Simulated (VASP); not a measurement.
A run of VASP 6.6.1 is set up as follows.

File POSCAR:

```
CdSe
1.0
    0.0000000000      3.0677809654      3.1904922040
    3.0677809654      0.0000000000      3.1904922040
    3.0677809654      3.0677809654      0.0000000000
Cd Se
1 1
Direct
    0.0000000000      0.0000000000      0.0000000000
    0.2500000000      0.2500000000      0.2500000000
```

Contents of INCAR.step1:

```
PREC     = Accurate       # precision mode
ENCUT    = 520            # plane-wave cutoff, eV
ISMEAR   = 0              # smearing method
SIGMA    = 0.01           # smearing width, eV
LREAL    = F              # projectors in reciprocal space
LASPH    = T              # aspherical terms in the spheres
NELM     = 80             # most SCF steps
NBANDS   = 16             # bands
GGA      = PE             # functional
ALGO     = Normal         # electronic algorithm
EDIFF    = 1E-4           # SCF threshold, eV
LWAVE    = T              # write WAVECAR
LCHARG   = F              # write CHGCAR
```

INCAR.step2

```
PREC     = Accurate       # precision mode
ENCUT    = 520            # plane-wave cutoff, eV
EDIFF    = 1E-6           # SCF threshold, eV
ISMEAR   = 0              # smearing method
SIGMA    = 0.01           # smearing width, eV
LREAL    = F              # projectors in reciprocal space
LASPH    = T              # aspherical terms in the spheres
NELM     = 80             # most SCF steps
ALGO     = Normal         # electronic algorithm
ISIF     = 2              # what is computed and relaxed
LWAVE    = F              # write WAVECAR
LCHARG   = F              # write CHGCAR
METAGGA  = R2SCAN         # meta-GGA
LMIXTAU  = T            
NBANDS   = 16             # bands
ISTART   = 1
```

KPOINTS

```
regular mesh
0
Gamma
  8 8 8
```

Potentials or basis: VASP PAW PBE potentials, release 64 (Cd, Se).

Run with:

```sh
$ cat potpaw_PBE.64/Cd/POTCAR potpaw_PBE.64/Se/POTCAR > POTCAR
$ cp INCAR.step1 INCAR
$ mpirun -np 1 vasp_std > vasp.out
$ cp INCAR.step2 INCAR
$ mpirun -np 1 vasp_std > vasp.out
```

(1) Estimate the pressure.

(2) Estimate the band gap on the k mesh.

Results:

(1) -1.7 GPa.

(2) 0.89 eV.

Caveat: the cell differs from its parent crystal (uniaxial z strain +4.0%); the structure was generated, so it needn't be the stable form of CdSe; the PAW data sets were made with another functional, which shifts forces and pressure a little.
